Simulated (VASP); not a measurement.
# BaTiO3 (Pm-3m) in VASP: single point with PBEsol

Aim: the single point of BaTiO3 with PBEsol.

All numbers are computed with VASP 6.6.1; they aren't measurements. Logs are shortened: lines on timing, memory, paths and dates and some standing lists are left out, and cuts for length are marked.

## (1) The cell of the first run

The structure is cubic, space group Pm-3m (No. 221). The conventional cell has a = 3.970 Å, b = 3.970 Å, c = 3.970 Å, α = 90.00°, β = 90.00°, γ = 90.00°. Ba (site symmetry m-3m) has 12 O at 2.81 Å and 8 Ti at 3.44 Å within 3.7 Å. Ti (site symmetry m-3m) has 6 O at 1.98 Å within 2.6 Å. Within 2.6 Å of O (site symmetry 4/mmm) lie 2 Ti at 1.98 Å.

## (2) Single point, PBEsol

INCAR reads:

```
SYSTEM = BaTiO3
  PREC = Accurate
  ENCUT = 910
  EDIFF = 1E-6
  ISMEAR = 0
  SIGMA = 0.02
  LREAL = .False.
  LASPH = .True.
  NELM = 120
  ALGO = Normal
  ISIF = 2
  LWAVE = .False.
  LCHARG = .False.
  GGA = PS
  NBANDS = 28
  GGA_COMPAT = .False.
```

KPOINTS reads:

```
Automatic mesh
0
Gamma
  8 8 8
  0 0 0
```

POSCAR reads:

```
BaTiO3
1.0
    3.9698681064      0.0000000000      0.0000000000
    0.0000000000      3.9698681064      0.0000000000
    0.0000000000      0.0000000000      3.9698681064
Ba Ti O
1 1 3
Direct
    0.5000000000      0.5000000000      0.5000000000
    0.0000000000      0.0000000000      0.0000000000
    0.5000000000      0.0000000000      0.0000000000
    0.0000000000      0.5000000000      0.0000000000
    0.0000000000      0.0000000000      0.5000000000
```

Potentials or basis: VASP PAW PBE potentials, release 64 (Ba_sv, Ti_sv, O_h).

Command:

```console
cat potpaw_PBE.64/Ba_sv/POTCAR potpaw_PBE.64/Ti_sv/POTCAR potpaw_PBE.64/O_h/POTCAR > POTCAR
mpirun -np 1 vasp_std > vasp.out
```

OUTCAR:

```text
SYSTEM = BaTiO3
   PREC = Accurate
   ENCUT = 910
   EDIFF = 1E-6
   ISMEAR = 0
   LREAL = .False.
   LASPH = .True.
   NELM = 120
   ISIF = 2
   GGA = PS

 ion  position               nearest neighbor table
   1  0.500  0.500  0.500-   3 2.81   4 2.81   5 2.81   3 2.81   4 2.81   3 2.81   5 2.81   3 2.81
                             4 2.81   5 2.81   4 2.81   5 2.81   2 3.44   2 3.44   2 3.44   2 3.44
   2  0.000  0.000  0.000-   3 1.98   4 1.98   5 1.98   5 1.98   4 1.98   3 1.98   1 3.44   1 3.44
                             1 3.44   1 3.44   1 3.44   1 3.44   1 3.44   1 3.44
   3  0.500  0.000  0.000-   2 1.98   2 1.98   1 2.81   1 2.81   1 2.81   1 2.81
   4  0.000  0.500  0.000-   2 1.98   2 1.98   1 2.81   1 2.81   1 2.81   1 2.81
   5  0.000  0.000  0.500-   2 1.98   2 1.98   1 2.81   1 2.81   1 2.81   1 2.81

  LATTYP: Found a simple cubic cell.
 ALAT       =     3.9698681064

  Lattice vectors:

 A1 = (   3.9698681064,   0.0000000000,   0.0000000000)
 A2 = (   0.0000000000,   3.9698681064,   0.0000000000)
 A3 = (   0.0000000000,   0.0000000000,   3.9698681064)

Analysis of symmetry for initial positions (statically):
=====================================================================
 Subroutine PRICEL returns:
 Original cell was already a primitive cell.

 Routine SETGRP: Setting up the symmetry group for a
 simple cubic supercell.

 Subroutine GETGRP returns: Found 48 space group operations
 (whereof 48 operations were pure point group operations)
 out of a pool of 48 trial point group operations.

The static configuration has the point symmetry O_h .

Analysis of symmetry for dynamics (positions and initial velocities):
=====================================================================
 Subroutine PRICEL returns:
 Original cell was already a primitive cell.

 Routine SETGRP: Setting up the symmetry group for a
 simple cubic supercell.

 Subroutine GETGRP returns: Found 48 space group operations
 (whereof 48 operations were pure point group operations)
 out of a pool of 48 trial point group operations.

The dynamic configuration has the point symmetry O_h .

 Subroutine INISYM returns: Found 48 space group operations
 (whereof 48 operations are pure point group operations),
 and found     1 'primitive' translations

[... 88 lines left out ...]
   NGX,Y,Z   is equivalent  to a cutoff of  16.75, 16.75, 16.75 a.u.
   NGXF,Y,Z  is equivalent  to a cutoff of  33.50, 33.50, 33.50 a.u.
 SYSTEM =  BaTiO3
   PREC   = accura    normal or accurate (medium, high low for compatibility)
   ISTART =      0    job   : 0-new  1-cont  2-samecut
   ICHARG =      2    charge: 1-file 2-atom 10-const
   ISPIN  =      1    spin polarized calculation?
   LNONCOLLINEAR =      F non collinear calculations
   LSORBIT =      F    spin-orbit coupling
   LASPH  =      T    aspherical Exc in radial PAW
   ENCUT  =  910.0 eV  66.88 Ry    8.18 a.u.   9.76  9.76  9.76*2*pi/ulx,y,z
   NELM   =    120;   NELMIN=  2; NELMDL= -5     # of ELM steps
   EDIFF  = 0.1E-05   stopping-criterion for ELM
   LREAL  =      F    real-space projection
[... 7 lines left out ...]
   TEBEG  =    0.0;   TEEND  =   0.0 temperature during run
   PSTRESS=    0.0 pullay stress
   NELECT =      40.0000    total number of electrons
   NUPDOWN=      -1.0000    fix difference up-down
   EMIN   =  10.00;   EMAX   =-10.00  energy-range for DOS
   EFERMI =   0.00;   METHOD = LEGACY
   ISMEAR =     0;   SIGMA  =   0.02  broadening in eV -4-tet -1-fermi 0-gaus
   EFERMI_NEDOS =   21; number of points for ismear=-14 and -15
   IALGO  =     38    algorithm
   IMIX   =      4    mixing-type and parameters
     AMIX     =   0.40;   BMIX     =  1.00
     AMIX_MAG =   1.60;   BMIX_MAG =  1.00
  volume/ion in A,a.u.               =      12.51        84.44
  Fermi-wavevector in a.u.,A,eV,Ry     =   1.410324  2.665125 27.062157  1.989012
  Thomas-Fermi vector in A             =   2.532289
   LORBIT       =      0    0 simple, 1 ext, 2 COOP (PROOUT), +10 PAW based schemes
   GGA     = PS    functional components
   LHFCALC =     F    Hartree Fock is set to
   AEXX    =    0.0000 exact exchange contribution
   IVDW    =     0    specifies the selected vdW correction
   LEPSILON=     F    determine dielectric tensor
   LRPA    =     F    only Hartree local field effects (RPA)
 non-spin polarized calculation
 Gauss-broadening in eV      SIGMA  =   0.02
  energy-cutoff  :      910.00
  volume of cell :       62.56
 maximum number of plane-waves:      3948
 NGX is ok and might be reduce to    40
   NGX = 19   NGY = 19   NGZ = 19

 number of electron      40.0000011 magnetization

 Free energy of the ion-electron system (eV)
  ---------------------------------------------------
  ext. energy  EPLUGINS =         0.00000000
  ---------------------------------------------------
  free energy    TOTEN  =       -41.99812330 eV

  energy without entropy =      -41.99812330  energy(sigma->0) =      -41.99812330

 E-fermi :   4.3571     XC(G=0): -11.6522

 val. band max:        4.2479424632   @ k =   0.5000   0.5000   0.5000
 cond. band min:       5.9974847810   @ k =   0.0000   0.0000   0.0000
 fundamental gap:      1.7495423178
 Fermi energy:         4.3570700168

 k-point     1 :       0.0000    0.0000    0.0000
  band No.  band energies     occupation
      1     -52.0151      2.00000
      2     -28.3532      2.00000
      3     -28.3532      2.00000
      4     -28.3532      2.00000
      5     -20.4545      2.00000
      6     -12.6202      2.00000
[... 733 lines left out ...]
     27      12.5148      0.00000
     28      13.3759      0.00000

 [... further k-points ...]
[... 5 lines left out ...]
  --------------------------------------------------------------------------------------
  -------------------------------------------------------------------------------------
  Total        0.6509307      0.6509307      0.6509307     -0.0000000      0.0000000      0.0000000
  in kB       16.6692911     16.6692911     16.6692911     -0.0000000      0.0000000      0.0000000
  external PRESSURE =      16.6692911 kB  Pullay stress =       0.0000000 kB

 VOLUME and BASIS-vectors are now :
 -----------------------------------------------------------------------------
  energy-cutoff  :      910.00
  volume of cell :       62.56
      direct lattice vectors                 reciprocal lattice vectors
     3.969868106  0.000000000  0.000000000     0.251897537  0.000000000  0.000000000
     0.000000000  3.969868106  0.000000000     0.000000000  0.251897537  0.000000000
     0.000000000  0.000000000  3.969868106     0.000000000  0.000000000  0.251897537

 POSITION                                       TOTAL-FORCE (eV/Angst)
 -----------------------------------------------------------------------------------
      1.98493      1.98493      1.98493         0.000000      0.000000      0.000000
      0.00000      0.00000      0.00000         0.000000      0.000000      0.000000
      1.98493      0.00000      0.00000         0.000000      0.000000      0.000000
      0.00000      1.98493      0.00000         0.000000      0.000000      0.000000
      0.00000      0.00000      1.98493         0.000000      0.000000      0.000000
 -----------------------------------------------------------------------------------
    total drift:                                0.000000      0.000000     -0.000000

  FREE ENERGIE OF THE ION-ELECTRON SYSTEM (eV)
  ---------------------------------------------------
  free  energy   TOTEN  =       -41.9981232981 eV

  energy  without entropy=      -41.9981232981  energy(sigma->0) =      -41.99812330
```

OSZICAR:

```text
N       E                     dE             d eps       ncg     rms          rms(c)
DAV:   1     0.582624197818E+03    0.58262E+03   -0.28148E+04  1960   0.232E+03
DAV:   2     0.544958168836E+02   -0.52813E+03   -0.50237E+03  2096   0.532E+02
DAV:   3    -0.457468282588E+02   -0.10024E+03   -0.94801E+02  2676   0.191E+02
DAV:   4    -0.519630225634E+02   -0.62162E+01   -0.61881E+01  2612   0.472E+01
DAV:   5    -0.521913893367E+02   -0.22837E+00   -0.22817E+00  2892   0.869E+00    0.234E+01
DAV:   6    -0.421309961913E+02    0.10060E+02   -0.51055E+01  2828   0.652E+01    0.977E+00
DAV:   7    -0.421359690601E+02   -0.49729E-02   -0.87156E+00  2668   0.204E+01    0.686E+00
DAV:   8    -0.419905364162E+02    0.14543E+00   -0.95508E-01  2412   0.890E+00    0.269E+00
DAV:   9    -0.420177175761E+02   -0.27181E-01   -0.22955E-01  2720   0.323E+00    0.126E+00
DAV:  10    -0.419994138487E+02    0.18304E-01   -0.10538E-01  2412   0.301E+00    0.383E-01
DAV:  11    -0.419981756442E+02    0.12382E-02   -0.76622E-03  2956   0.671E-01    0.841E-02
DAV:  12    -0.419981501898E+02    0.25454E-04   -0.11003E-03  2328   0.334E-01    0.528E-02
DAV:  13    -0.419981241822E+02    0.26008E-04   -0.13010E-04  2736   0.768E-02    0.148E-02
DAV:  14    -0.419981250162E+02   -0.83396E-06   -0.29504E-05  2692   0.420E-02    0.154E-02
DAV:  15    -0.419981232863E+02    0.17299E-05   -0.57003E-06  2304   0.227E-02    0.231E-03
DAV:  16    -0.419981232981E+02   -0.11862E-07   -0.21284E-07  1276   0.389E-03
   1 F= -.41998123E+02 E0= -.41998123E+02  d E =-.777476E-17
```

Run time: 80 s. Hardware: 1 thread of Intel Xeon 6975P-C (Granite Rapids), shared host; peak memory 0.33 GiB.

Results:

```
Free energy            : -41.9981 eV
Pressure               : 1.7 GPa
Band gap on the k mesh : 1.75 eV (least direct gap 1.87 eV)
```

Caveat: the cutoff is under 1.25 times the usual one of these potentials, so pressure, stress and relaxed cells hold a basis-set (Pulay) error; the PAW data sets were made with another functional, which shifts forces and pressure a little; spin-orbit coupling is left out, which moves the levels of the heavy elements.
